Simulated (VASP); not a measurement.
Write the native input for VASP 6.6.1 that does the following.

```yaml
Task: single point
Functional: PBE
Dispersion: D3(BJ)
Potentials_or_basis: VASP PAW PBE potentials, release 64 (Se, In_d)
Cutoff: 520 eV
k_mesh: 9 × 9 × 1
Occupations: gaussian, width 0.05 eV
Spin: no spin polarisation
Dipole_correction: yes
Further_INCAR_settings: ALGO = Normal; EDIFF = 1e-06; NBANDS = 48
```

The structure of InSe lies in POSCAR:

```
InSe
1.0
    4.0266404825      0.0000000000      0.0000000000
   -2.0133202413      3.4871729498      0.0000000000
    0.0000000000      0.0000000000     28.2710567674
Se In
4 4
Direct
    0.0000000000      0.0000000000      0.1591733920
    0.0000000000      0.0000000000      0.3495642603
    0.0000000000      0.6666666667      0.4674964829
    0.0000000000      0.6666666667      0.6578801229
    0.6666666667      0.3333333333      0.2049760384
    0.6666666667      0.3333333333      0.3038217701
    0.6666666667      1.0000000000      0.5132385343
    0.6666666667      1.0000000000      0.6120789262
```

This cell differs from its parent crystal: layers slid over each other, then relaxed in part.

One way to write it, as run:

INCAR

```
  PREC = Accurate
  ENCUT = 520
  EDIFF = 1E-6
  ISMEAR = 0
  SIGMA = 0.05
  LREAL = F
  LASPH = T
  NELM = 80
  ALGO = Normal
  ISIF = 2
  LWAVE = F
  LCHARG = T
  LDIPOL = T
  IDIPOL = 3
  DIPOL = 0.5 0.5 0.409
  GGA = PE
  IVDW = 12
  LELF = T
  LVHAR = T
  LVACPOTAV = T
  NBANDS = 48
```

KPOINTS

```
regular mesh
0
Gamma
  9 9 1
```

Potentials or basis: VASP PAW PBE potentials, release 64 (Se, In_d).

Launch:

```bash
$ cat potpaw_PBE.64/Se/POTCAR potpaw_PBE.64/In_d/POTCAR > POTCAR
$ mpirun -np 1 vasp_std > vasp.out
```

Results of the run:

```json
{
  "Largest force": "0.067 eV/Å",
  "Band gap on the k mesh": "1.10 eV (least direct gap 1.16 eV)",
  "Dispersion energy per atom": "-0.252 eV"
}
```

Caveat: the cell differs from its parent crystal (layers slid over each other, then relaxed in part); spin-orbit coupling is left out, which moves the levels of the heavy elements.

It took 32 min on 1 thread of Oxide Virtual Turin-like Processor, on a shared host, peak memory 0.63 GiB.
